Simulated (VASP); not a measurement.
# TaN (Fmm2) in VASP: single point with LDA

Aim: the single point of TaN with LDA.

Program: VASP 6.6.1. These are calculated values, not measurements. Logs are shortened: lines on timing, memory, paths and dates and some standing lists are left out, and cuts for length are marked.

## Step 1: The cell of the first run

It takes space group Fmm2 (No. 42, orthorhombic). The conventional cell has a = 4.349 Å, b = 4.522 Å, c = 4.522 Å, α = 90.00°, β = 90.00°, γ = 90.00°. Within 2.9 Å of Ta (site symmetry mm2) lie 6 N at 2.18 to 2.33 Å. N (site symmetry mm2) has 6 Ta at 2.18 to 2.33 Å within 2.9 Å.

## Step 2: Single point, LDA (atoms displaced along a vibrational mode, the cell strained)

File INCAR:

```
PREC     = Accurate       # precision mode
ENCUT    = 700            # plane-wave cutoff, eV
EDIFF    = 1E-6           # SCF threshold, eV
ISMEAR   = 0              # smearing method
SIGMA    = 0.15           # smearing width, eV
LREAL    = F              # projectors in reciprocal space
LASPH    = T              # aspherical terms in the spheres
NELM     = 120            # most SCF steps
ALGO     = Normal         # electronic algorithm
ISIF     = 2              # what is computed and relaxed
LWAVE    = F              # write WAVECAR
LCHARG   = F              # write CHGCAR
GGA      = CA             # functional
NBANDS   = 16             # bands
GGA_COMPAT= F
```

File KPOINTS:

```
Automatic mesh
0
Gamma
  18 18 18
```

File POSCAR:

```
TaN
1.0
    0.0000000000      2.2612401490      2.1742693740
    2.2612401490      0.0000000000      2.1742693740
    2.2612401490      2.2612401490      0.0000000000
Ta N
1 1
Direct
    0.4989105691      0.5010894309      0.5010894309
    0.0140736932     -0.0140736932     -0.0140736932
```

Potentials or basis: VASP PAW LDA potentials, release 64 (Ta_sv_GW, N).

Command:

```
$ cat potpaw_LDA.64/Ta_sv_GW/POTCAR potpaw_LDA.64/N/POTCAR > POTCAR
$ mpirun -np 1 vasp_std > vasp.out
```

OUTCAR:

```text
PREC = Accurate
   ENCUT = 700
   EDIFF = 1E-6
   ISMEAR = 0
   LREAL = F
   LASPH = T
   NELM = 120
   ISIF = 2
   GGA = CA

 ion  position               nearest neighbor table
   1  0.499  0.501  0.501-   2 2.18   2 2.18   2 2.19   2 2.26   2 2.26   2 2.33
   2  0.014  0.986  0.986-   1 2.18   1 2.18   1 2.19   1 2.26   1 2.26   1 2.33

  LATTYP: Found a body centered tetragonal cell.
 ALAT       =     3.1978764865
 C/A-ratio  =     1.3598207330

  Lattice vectors:

 A1 = (   0.0000000000,  -2.2612401490,  -2.1742693740)
 A2 = (   0.0000000000,   2.2612401490,  -2.1742693740)
 A3 = (   2.2612401490,   0.0000000000,   2.1742693740)

Analysis of symmetry for initial positions (statically):
=====================================================================
 Subroutine PRICEL returns:
 Original cell was already a primitive cell.

 Routine SETGRP: Setting up the symmetry group for a
 body centered tetragonal supercell.

 Subroutine GETGRP returns: Found  4 space group operations
 (whereof  4 operations were pure point group operations)
 out of a pool of 16 trial point group operations.

The static configuration has the point symmetry C_2v.

Analysis of symmetry for dynamics (positions and initial velocities):
=====================================================================
 Subroutine PRICEL returns:
 Original cell was already a primitive cell.

 Routine SETGRP: Setting up the symmetry group for a
 body centered tetragonal supercell.

 Subroutine GETGRP returns: Found  4 space group operations
 (whereof  4 operations were pure point group operations)
 out of a pool of 16 trial point group operations.

The dynamic configuration has the point symmetry C_2v.

 Subroutine INISYM returns: Found  4 space group operations
 (whereof  4 operations are pure point group operations),
 and found     1 'primitive' translations

----------------------------------------------------------------------------------------

                                     Primitive cell

  volume of cell :      22.2350

  direct lattice vectors                    reciprocal lattice vectors
     0.000000000  2.261240149  2.174269374    -0.221117602  0.221117602  0.229962306
     2.261240149  0.000000000  2.174269374     0.221117602 -0.221117602  0.229962306
     2.261240149  2.261240149  0.000000000     0.221117602  0.221117602 -0.229962306

  length of vectors
     3.136981722  3.136981722  3.197876486     0.388160599  0.388160599  0.388160599

  position of ions in fractional coordinates (direct lattice)
     0.498910569  0.501089431  0.501089431
     0.014073693  0.985926307  0.985926307

  ion indices of the primitive-cell ions
   primitive index   ion index
                 1           1
                 2           2

----------------------------------------------------------------------------------------

 KPOINTS: Automatic mesh

Automatic generation of k-mesh.
 Grid dimensions read from file:
 generate k-points for:   18   18   18

 Generating k-lattice:

  Cartesian coordinates                     Fractional coordinates (reciprocal lattice)
    -0.012284311  0.012284311  0.012775684     0.055555556 -0.000000000  0.000000000
     0.012284311 -0.012284311  0.012775684    -0.000000000  0.055555556  0.000000000
     0.012284311  0.012284311 -0.012775684     0.000000000  0.000000000  0.055555556

  Length of vectors
     0.021564478  0.021564478  0.021564478

  Shift w.r.t. Gamma in fractional coordinates (k-lattice)
     0.000000000  0.000000000  0.000000000

 Subroutine IBZKPT returns following result:
 ===========================================

 Found    865 irreducible k-points:

 Following reciprocal coordinates:
            Coordinates               Weight
  0.000000  0.000000  0.000000      1.000000
  0.055556  0.000000  0.000000      8.000000
  0.111111  0.000000  0.000000      8.000000
  0.166667  0.000000  0.000000      8.000000
  0.222222  0.000000  0.000000      8.000000
  0.277778  0.000000  0.000000      8.000000
[... 16 lines left out ...]
 -0.277778  0.055556  0.000000      8.000000
 -0.222222  0.055556  0.000000      8.000000
 [... further k-points ...]
   k-points           NKPTS =    865   k-points in BZ     NKDIM =    865   number of bands    NBANDS=     16
   number of dos      NEDOS =    301   number of ions     NIONS =      2
   total plane-waves  NPLWV =  21952
   dimension x,y,z NGX =    28 NGY =   28 NGZ =   28
   dimension x,y,z NGXF=    56 NGYF=   56 NGZF=   56
   ions per type =               1   1
   NGX,Y,Z   is equivalent  to a cutoff of  14.84, 14.84, 14.56 a.u.
   NGXF,Y,Z  is equivalent  to a cutoff of  29.68, 29.68, 29.11 a.u.
 SYSTEM =  unknown system
   PREC   = accura    normal or accurate (medium, high low for compatibility)
   ISTART =      0    job   : 0-new  1-cont  2-samecut
   ICHARG =      2    charge: 1-file 2-atom 10-const
   ISPIN  =      1    spin polarized calculation?
   LNONCOLLINEAR =      F non collinear calculations
   LSORBIT =      F    spin-orbit coupling
   LASPH  =      T    aspherical Exc in radial PAW
   ENCUT  =  700.0 eV  51.45 Ry    7.17 a.u.   6.77  6.77  6.90*2*pi/ulx,y,z
   NELM   =    120;   NELMIN=  2; NELMDL= -5     # of ELM steps
   EDIFF  = 0.1E-05   stopping-criterion for ELM
   LREAL  =      F    real-space projection
[... 7 lines left out ...]
   TEBEG  =    0.0;   TEEND  =   0.0 temperature during run
   PSTRESS=    0.0 pullay stress
   NELECT =      18.0000    total number of electrons
   NUPDOWN=      -1.0000    fix difference up-down
   EMIN   =  10.00;   EMAX   =-10.00  energy-range for DOS
   EFERMI =   0.00;   METHOD = LEGACY
   ISMEAR =     0;   SIGMA  =   0.15  broadening in eV -4-tet -1-fermi 0-gaus
   EFERMI_NEDOS =   21; number of points for ismear=-14 and -15
   IALGO  =     38    algorithm
   IMIX   =      4    mixing-type and parameters
     AMIX     =   0.40;   BMIX     =  1.00
     AMIX_MAG =   1.60;   BMIX_MAG =  1.00
  volume/ion in A,a.u.               =      11.12        75.02
  Fermi-wavevector in a.u.,A,eV,Ry     =   1.525762  2.883272 31.673673  2.327949
  Thomas-Fermi vector in A             =   2.633888
   LORBIT       =      0    0 simple, 1 ext, 2 COOP (PROOUT), +10 PAW based schemes
   GGA     = CA    functional components
   LHFCALC =     F    Hartree Fock is set to
   AEXX    =    0.0000 exact exchange contribution
   IVDW    =     0    specifies the selected vdW correction
   LEPSILON=     F    determine dielectric tensor
   LRPA    =     F    only Hartree local field effects (RPA)
 non-spin polarized calculation
 Gauss-broadening in eV      SIGMA  =   0.15
  energy-cutoff  :      700.00
  volume of cell :       22.23
 maximum number of plane-waves:       954
   NGX = 13   NGY = 13   NGZ = 13

 number of electron      18.0000000 magnetization

 Free energy of the ion-electron system (eV)
  ---------------------------------------------------
  ext. energy  EPLUGINS =         0.00000000
  ---------------------------------------------------
  free energy    TOTEN  =       -26.50716421 eV

  energy without entropy =      -26.49743163  energy(sigma->0) =      -26.50229792

 E-fermi :  12.7783     XC(G=0): -13.7998

 val. band max:       12.7734427239   @ k =   0.1667   0.0556   0.2222
 cond. band min:      12.7799917528   @ k =  -0.4444   0.2778   0.2222
 fundamental gap:      0.0065490289
 Fermi energy:        12.7782561791

 k-point     1 :       0.0000    0.0000    0.0000
  band No.  band energies     occupation
      1     -56.3763      2.00000
      2     -22.8195      2.00000
      3     -22.8178      2.00000
      4     -22.8014      2.00000
      5      -5.4359      2.00000
      6       8.9956      2.00000
[... 8 lines left out ...]
     15      22.0589      0.00000
     16      35.3639      0.00000

 k-point     2 :       0.0556    0.0000    0.0000
  band No.  band energies     occupation
      1     -56.3749      2.00000
      2     -22.8385      2.00000
      3     -22.8215      2.00000
      4     -22.8070      2.00000
      5      -5.3658      2.00000
      6       8.5541      2.00000
[... 8 lines left out ...]
     15      22.2760      0.00000
     16      34.4534      0.00000

 k-point     3 :       0.1111    0.0000    0.0000
  band No.  band energies     occupation
      1     -56.3708      2.00000
      2     -22.9050      2.00000
      3     -22.8299      2.00000
      4     -22.8131      2.00000
      5      -5.1613      2.00000
      6       7.7574      2.00000
[... 8 lines left out ...]
     15      22.8868      0.00000
     16      32.6658      0.00000

 k-point     4 :       0.1667    0.0000    0.0000
  band No.  band energies     occupation
      1     -56.3646      2.00000
      2     -23.0072      2.00000
      3     -22.8427      2.00000
      4     -22.8204      2.00000
      5      -4.8390      2.00000
      6       6.8289      2.00000
[... 8 lines left out ...]
     15      23.7554      0.00000
     16      30.8757      0.00000

 k-point     5 :       0.2222    0.0000    0.0000
  band No.  band energies     occupation
      1     -56.3570      2.00000
      2     -23.1303      2.00000
      3     -22.8584      2.00000
      4     -22.8289      2.00000
      5      -4.4250      2.00000
      6       5.8738      2.00000
[... 8 lines left out ...]
     15      24.5559      0.00000
     16      29.5488      0.00000

 k-point     6 :       0.2778    0.0000    0.0000
  band No.  band energies     occupation
      1     -56.3489      2.00000
      2     -23.2583      2.00000
      3     -22.8750      2.00000
      4     -22.8379      2.00000
      5      -3.9537      2.00000
      6       4.9591      2.00000
[... 8 lines left out ...]
     15      24.6897      0.00000
     16      28.8203      0.00000
[... 267 lines left out ...]
 k-point    21 :      -0.3889    0.0556    0.0000
  band No.  band energies     occupation
      1     -56.3329      2.00000
      2     -23.4832      2.00000
      3     -22.9037      2.00000
      4     -22.8779      2.00000
      5      -2.9676      2.00000
      6       3.3659      2.00000
[... 8 lines left out ...]
     15      23.5153      0.00000
     16      25.6298      0.00000

 k-point    22 :      -0.3333    0.0556    0.0000
  band No.  band energies     occupation
      1     -56.3385      2.00000
      2     -23.3992      2.00000
      3     -22.8891      2.00000
      4     -22.8748      2.00000
      5      -3.3652      2.00000
      6       3.9408      2.00000
[... 8 lines left out ...]
     15      23.8677      0.00000
     16      26.7278      0.00000

 k-point    23 :      -0.2778    0.0556    0.0000
  band No.  band energies     occupation
      1     -56.3458      2.00000
      2     -23.2895      2.00000
      3     -22.8723      2.00000
      4     -22.8681      2.00000
      5      -3.8236      2.00000
      6       4.6682      2.00000
[... 8 lines left out ...]
     15      24.5069      0.00000
     16      27.5627      0.00000

 k-point    24 :      -0.2222    0.0556    0.0000
  band No.  band energies     occupation
      1     -56.3537      2.00000
      2     -23.1664      2.00000
      3     -22.8586      2.00000
      4     -22.8551      2.00000
      5      -4.2839      2.00000
      6       5.4946      2.00000
[... 8 lines left out ...]
     15      24.7934      0.00000
     16      28.1056      0.00000

 [... further k-points ...]
[... 5 lines left out ...]
  --------------------------------------------------------------------------------------
  -------------------------------------------------------------------------------------
  Total       -3.8252906     -4.0904488     -1.4070566      0.0000000      0.0000000      0.0000000
  in kB     -275.6374939   -294.7439000   -101.3877383      0.0000000      0.0000000      0.0000000
  external PRESSURE =    -223.9230441 kB  Pullay stress =       0.0000000 kB

 VOLUME and BASIS-vectors are now :
 -----------------------------------------------------------------------------
  energy-cutoff  :      700.00
  volume of cell :       22.23
      direct lattice vectors                 reciprocal lattice vectors
     0.000000000  2.261240149  2.174269374    -0.221117602  0.221117602  0.229962306
     2.261240149  0.000000000  2.174269374     0.221117602 -0.221117602  0.229962306
     2.261240149  2.261240149  0.000000000     0.221117602  0.221117602 -0.229962306

 POSITION                                       TOTAL-FORCE (eV/Angst)
 -----------------------------------------------------------------------------------
      2.26617      2.26124      2.17427        -0.252071      0.000000      0.000000
      4.45883      2.26124      2.17427         0.252071      0.000000      0.000000
 -----------------------------------------------------------------------------------
    total drift:                               -0.000100     -0.000000      0.000000

  FREE ENERGIE OF THE ION-ELECTRON SYSTEM (eV)
  ---------------------------------------------------
  free  energy   TOTEN  =       -26.5071642082 eV

  energy  without entropy=      -26.4974316282  energy(sigma->0) =      -26.50229792
```

Run time: 12 min. Hardware: 1 thread of AMD EPYC 7R43 (Zen 3), shared host; peak memory 0.55 GiB.

What came out:

```yaml
Free_energy: -26.5072 eV
Pressure: -22.4 GPa
Largest_force: 0.252 eV/Å
Band_gap_on_the_k_mesh: zero (bands 9 and 10 overlap by 3.55 eV)
```

Forces in eV/Å, atoms in the order of the input:
```
Ta  -0.252  0.000  0.000
N    0.252  0.000  0.000
```

Levels at points of the mesh, in eV from the Fermi level:
| k point | band 5 | band 6 | band 7 | band 8 | band 9 | band 10 | band 11 | band 12 | band 13 | band 14 |
| --- | --- | --- | --- | --- | --- | --- | --- | --- | --- | --- |
| (0.00, 0.00, 0.00) | -18.21 | -3.78 | -3.76 | -3.67 | -2.12 | -1.95 | -1.58 | -0.17 | -0.02 | 1.74 |
| (0.50, 0.00, 0.00) | -15.36 | -9.94 | -7.24 | -7.23 | 1.60 | 1.91 | 1.94 | 3.75 | 6.65 | 7.36 |
| (0.50, 0.50, 0.00) | -16.95 | -6.15 | -5.45 | -4.58 | -4.28 | 2.00 | 3.31 | 3.31 | 4.19 | 6.54 |
| (0.50, 0.00, 0.50) | -16.99 | -6.54 | -5.36 | -4.46 | -4.03 | 1.86 | 3.07 | 3.52 | 4.23 | 6.27 |
| (0.00, 0.50, 0.50) | -16.99 | -6.53 | -5.11 | -4.44 | -4.31 | 1.83 | 3.07 | 3.52 | 4.19 | 6.13 |

Caveat: the cell differs from its parent crystal (atoms displaced along a vibrational mode, the cell strained); the stress differs along the axes, from -29 to -10 GPa; spin-orbit coupling is left out, which moves the levels of the heavy elements.
